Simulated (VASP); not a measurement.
# MgO: single point with r2SCAN

The system is MgO.

```
Mg O
1.0
     2.65464    0.00000    0.00000
     0.00000    2.65464    0.00000
     0.00000    0.00000    2.65464
Mg O
1 1
Cartesian
  0.0000 0.0000 0.0000
  1.3273 1.3273 1.3273
```

```
Program                : VASP 6.6.1
Task                   : single point
Functional             : r2SCAN
Potentials or basis    : VASP PAW PBE potentials, release 64 (Mg, O)
Cutoff                 : 520 eV
k mesh                 : 6 × 6 × 6
Occupations            : gaussian, width 0.1 eV
Spin                   : no spin polarisation
Dipole correction      : no
Further INCAR settings : ALGO = Normal; EDIFF = 1e-06; NBANDS = 11
```

```json
{
 "Pressure": "-6.4 GPa",
 "Band gap on the k mesh": "3.11 eV (least direct gap 4.13 eV)"
}
```

Levels at points of the mesh, in eV from the valence-band top:
```tsv
k point	band 2	band 3	band 4	band 5	band 6	band 7
(0.00, 0.00, 0.00)	-1.02	-1.02	-1.02	3.11	11.38	11.38
(0.50, 0.00, 0.00)	-6.39	-0.56	-0.56	7.69	10.23	15.59
(0.50, 0.50, 0.00)	-4.67	-4.67	0.00	5.73	13.06	13.06
(0.50, 0.50, 0.50)	-3.62	-3.62	-3.62	8.24	8.24	8.24
```

Run time: 40 s on 1 thread of Intel Xeon 8259CL (shared host), peak memory 0.13 GiB.

Caveat: the cell stands under tension; the PAW data sets were made with another functional, which shifts forces and pressure a little. A k mesh can miss the band edges.
